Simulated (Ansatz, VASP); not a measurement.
# BaS in VASP and in Ansatz

Contents of INCAR:

```
SYSTEM = BaS
PREC = Accurate
ENCUT = 520
EDIFF = 1E-6
ISMEAR = 0
SIGMA = 0.01
LREAL = .FALSE.
LASPH = .TRUE.
NELM = 60
ALGO = Normal
ISIF = 2
LWAVE = .FALSE.
LCHARG = .TRUE.
GGA = CA
LELF = .TRUE.
LVHAR = .TRUE.
NBANDS = 15
```

KPOINTS

```
regular mesh
0
G
  4 4 4
  0 0 0
```

File POSCAR:

```
BaS
1.0
    0.0000000000      3.2117958739      3.2117958739
    3.2117958739      0.0000000000      3.2117958739
    3.2117958739      3.2117958739      0.0000000000
Ba S
1 1
Direct
    0.0000000000      0.0000000000      0.0000000000
    0.5000000000      0.5000000000      0.5000000000
```

Input for Ansatz:

```yaml
crystal:
  lattice:
    - [0.0, 3.2117958739, 3.2117958739]
    - [3.2117958739, 0.0, 3.2117958739]
    - [3.2117958739, 3.2117958739, 0.0]
  atoms:
    - { symbol: Ba, position: [0.0, 0.0, 0.0] }
    - { symbol: S, position: [0.5, 0.5, 0.5] }
kpoints:
  mp_grid: { grid: [4, 4, 4] }
hamiltonian:
  xc: lda
scf:
  occupations: { method: fixed }
output:
  optics:
    e_range: [0, 10]
    de: 0.1
    sigma: 0.4
    scissors: 2.5
    scheme: fermi_dirac
```

Alike in both runs: task single point; functional LDA; k mesh 4 × 4 × 4; no spin polarisation.

```csv
,VASP,Ansatz
version,VASP 6.6.1,Ansatz 0.2.0
potentials or method,"VASP PAW LDA potentials, release 64 (Ba_sv, S)","plane waves, PAW"
plane-wave cutoff (eV),520,420
occupations,"gaussian, width 0.01 eV",fixed
valence electrons in the cell,16,16
```

```csv
,VASP,Ansatz,Ansatz less VASP
gap on the k mesh at the Fermi level (eV),1.92,2.03,+0.102
```

LDA's correlation is that of Perdew and Zunger in VASP and of Perdew and Wang (1992) in Ansatz.

The k mesh is coarse, so the values compare programs but aren't converged. Spin-orbit coupling is off throughout.
